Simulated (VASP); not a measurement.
Here is a VASP 6.6.1 calculation.

POSCAR

```
Re
1.0
    2.7753321994      0.0000000000      0.0000000000
   -1.3876660997      2.4035081886      0.0000000000
    0.0000000000      0.0000000000      4.4909058834
Re
2
Direct
    0.3333333333      0.6666666667      0.7500000000
    0.6666666667      0.3333333333      0.2500000000
```

File INCAR.step1:

```
ALGO = Normal
EDIFF = 1E-4
ENCUT = 520
GGA = PE
ISMEAR = 0
LASPH = True
LCHARG = False
LREAL = False
LWAVE = True
NBANDS = 14
NELM = 80
PREC = Accurate
SIGMA = 0.05
```

The input INCAR.step2:

```
ALGO = Normal
EDIFF = 1E-6
ENCUT = 520
ISIF = 2
ISMEAR = 0
ISTART = 1
LASPH = True
LCHARG = False
LMIXTAU = True
LREAL = False
LWAVE = False
METAGGA = R2SCAN
NBANDS = 14
NELM = 80
PREC = Accurate
SIGMA = 0.05
```

Contents of KPOINTS:

```
k-points
0
Gamma
  18 18 10
```

Potentials or basis: VASP PAW PBE potentials, release 64 (Re).

Run with:

```bash
$ cat potpaw_PBE.64/Re/POTCAR > POTCAR
$ cp INCAR.step1 INCAR
$ mpirun -np 1 vasp_std > vasp.out
$ cp INCAR.step2 INCAR
$ mpirun -np 1 vasp_std > vasp.out
```

**Question.** Predict the pressure.

**Answer.** -7.2 GPa.

**Question.** Estimate the band gap on the k mesh.

**Answer.** Zero (bands 7 and 8 overlap by 3.09 eV).

Stress tensor (GPa, compression positive):
```
-7.11  0.00  0.00
 0.00 -7.11  0.00
 0.00  0.00 -7.29
```

Caveat: the cell stands under tension; the PAW data sets were made with another functional, which shifts forces and pressure a little; spin-orbit coupling is left out, which moves the levels of the heavy elements.
